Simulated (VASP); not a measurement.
Wanted: the native input for a VASP 6.6.1 run.

| Item | Value |
| --- | --- |
| Task | single point |
| Functional | PBEsol |
| Potentials or basis | VASP PAW PBE potentials, release 64 (Ti_sv, B) |
| Cutoff | 520 eV |
| k mesh | 12 × 12 × 7 |
| Occupations | gaussian, width 0.1 eV |
| Spin | no spin polarisation |
| Dipole correction | no |
| Further INCAR settings | ALGO = Normal; EDIFF = 1e-06; NBANDS = 32 |

The structure of TiB lies in POSCAR:

```
TiB
1.0
    3.1716055399      0.0000000000      0.0000000000
   -1.5858027699      2.7466909683      0.0000000000
    0.0000000000      0.0000000000      7.7898210660
Ti B
3 3
Direct
    0.0000000000      0.0000000000     -0.1250000131
    0.3333333333      0.6666666667      0.2083333203
    0.6666666667      0.3333333333      0.5416666536
    0.0000000000      0.0000000000      0.3750000131
    0.3333333333      0.6666666667      0.7083333464
    0.6666666667      0.3333333333      1.0416666797
```

These files were run (other wordings do the same):

INCAR

```
SYSTEM = TiB
PREC = Accurate ; ENCUT = 520
EDIFF = 1E-6 ; ISMEAR = 0
SIGMA = 0.1 ; LREAL = .False.
LASPH = .True. ; NELM = 100
ALGO = Normal ; ISIF = 2
LWAVE = .False. ; LCHARG = .False.
GGA = PS ; NBANDS = 32
```

KPOINTS

```
regular mesh
0
Gamma
  12 12 7
  0 0 0
```

Potentials or basis: VASP PAW PBE potentials, release 64 (Ti_sv, B).

The run is started by

```bash
$ cat potpaw_PBE.64/Ti_sv/POTCAR potpaw_PBE.64/B/POTCAR > POTCAR
$ mpirun -np 1 vasp_std > vasp.out
```

Results of the run:

* Pressure: 0.1 GPa

Caveat: the PAW data sets were made with another functional, which shifts forces and pressure a little.

It took 84 s on 1 thread of Intel(R) Xeon(R) 6975P-C (Granite Rapids), on a shared host, peak memory 0.3 GiB.
